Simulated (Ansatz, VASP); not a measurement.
## One calculation of PtSe2, two programs

Contents of INCAR:

```
SYSTEM = PtSe2
PREC = Accurate ; ENCUT = 520
EDIFF = 1E-6 ; ISMEAR = 0
SIGMA = 0.05 ; LREAL = .FALSE.
LASPH = .TRUE. ; NELM = 60
ALGO = Normal ; ISIF = 2
LWAVE = .FALSE. ; LCHARG = .TRUE.
LDIPOL = .TRUE. ; IDIPOL = 3
DIPOL = 0.5 0.5 0.386 ; GGA = PE
IVDW = 12 ; LELF = .TRUE.
LVHAR = .TRUE. ; LVACPOTAV = .TRUE.
NBANDS = 31
```

Contents of KPOINTS:

```
Automatic mesh
0
G
  9 9 1
  0 0 0
```

Contents of POSCAR:

```
PtSe2
1.0
    3.7070358307      0.0000000000      0.0000000000
   -1.8535179153      3.2103872021      0.0000000000
    0.0000000000      0.0000000000     22.7981611688
Se Pt
4 2
Direct
    0.6666666667      0.3333333333      0.1973843402
    0.3333333333      0.6666666667      0.3135814565
    1.0000000000      1.0000000000      0.4587686045
    0.6666666667      1.3333333333      0.5749657208
    0.0000000000      0.0000000000      0.2554828983
    0.3333333333      0.6666666667      0.5168671626
```

Input for Ansatz:

```yaml
crystal:
  lattice:
    - [3.7070358307, 0.0, 0.0]
    - [-1.8535179153, 3.2103872021, 0.0]
    - [0.0, 0.0, 22.7981611688]
  atoms:
    - { symbol: Se, position: [0.6666666667, 0.3333333333, 0.1973843402] }
    - { symbol: Pt, position: [0.0, 0.0, 0.2554828983] }
    - { symbol: Se, position: [0.3333333333, 0.6666666667, 0.3135814565] }
    - { symbol: Se, position: [1.0, 1.0, 0.4587686045] }
    - { symbol: Pt, position: [0.3333333333, 0.6666666667, 0.5168671626] }
    - { symbol: Se, position: [0.6666666667, 1.3333333333, 0.5749657208] }
basis:
  ecutwfc: 420
kpoints:
  mp_grid: { grid: [9, 9, 1] }
hamiltonian:
  xc: pbe
  pseudopotentials: { kind: paw, azcp: { folder: soft_1 } }
  dispersion: d3bj
scf:
  occupations: { method: gaussian, width: 0.05 }
output:
  forces: true
  eigenvalues: true
efield:
  axis: 3
  dipole_correction: true
  ramp_width: 0.04
```

Alike in both runs: task single point; functional PBE; dispersion D3(BJ); k mesh 9 × 9 × 1; occupations gaussian, width 0.05 eV; no spin polarisation.

```csv
,VASP,Ansatz
version,VASP 6.6.1,Ansatz 0.2.0
potentials or method,"VASP PAW PBE potentials, release 64 (Se, Pt), cutoff 520 eV","scalar-relativistic, plane waves, PAW"
valence electrons in the cell,44,100
```

Ansatz gave:

- gap on the k mesh at the Fermi level (eV): 0.95
- least direct gap on the mesh (eV): 1.22
- rms of the force components (eV/Å): 0.033

Problem. Which values does VASP return?

Solution. gap on the k mesh at the Fermi level (eV): 0.94; least direct gap on the mesh (eV): 1.21; rms of the force components (eV/Å): 0.033.

VASP's potentials hold 44 valence electrons a cell and Ansatz's 100, so a difference there can come from the potentials and not from the codes.

Neither program's run includes spin-orbit coupling.
